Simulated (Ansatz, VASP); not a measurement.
**Ga2O3 in VASP and in Ansatz**

```
Ga O
1.0
     2.52872    1.45996    4.54104
    -2.52872    1.45996    4.54104
     0.00000   -2.91992    4.54104
Ga O
4 6
Direct
  0.34669 0.34669 0.34669
  0.13496 0.13496 0.13496
  0.65331 0.65331 0.65331
  0.86504 0.86504 0.86504
  0.55078 0.94443 0.25495
  0.25495 0.55078 0.94443
  0.94443 0.25495 0.55078
  0.44922 0.05557 0.74505
  0.74505 0.44922 0.05557
  0.05557 0.74505 0.44922
```

Change from the starting cell: mode 4 (142.6 1/cm) frozen in, largest displacement +0.125 Å.

Alike in both runs: task single point; functional PBE; k mesh 6 × 6 × 6; occupations gaussian, width 0.05 eV; no spin polarisation.

|  | VASP | Ansatz |
| --- | --- | --- |
| version | VASP 6.6.1 | Ansatz 0.2.0 |
| potentials or method | VASP PAW PBE potentials, release 64 (Ga_d, O), cutoff 520 eV | scalar-relativistic, plane waves, PAW |
| valence electrons in the cell | 88 | 88 |

|  | VASP | Ansatz | Ansatz less VASP |
| --- | --- | --- | --- |
| gap on the k mesh at the Fermi level (eV) | 2.38 | 2.39 | +0.009 |
| least direct gap on the mesh (eV) | 2.60 | 2.61 | +0.008 |
| pressure (GPa) | 2.0 | 1.1 | -0.88 |
| traceless stress, the component that is largest in VASP (GPa) | 0.07 | 0.18 | +0.111 |
| rms of the force components (eV/Å) | 0.257 | 0.249 | -0.0076 |

The functional is the same, so the differences come from potentials, cutoffs and numerics.
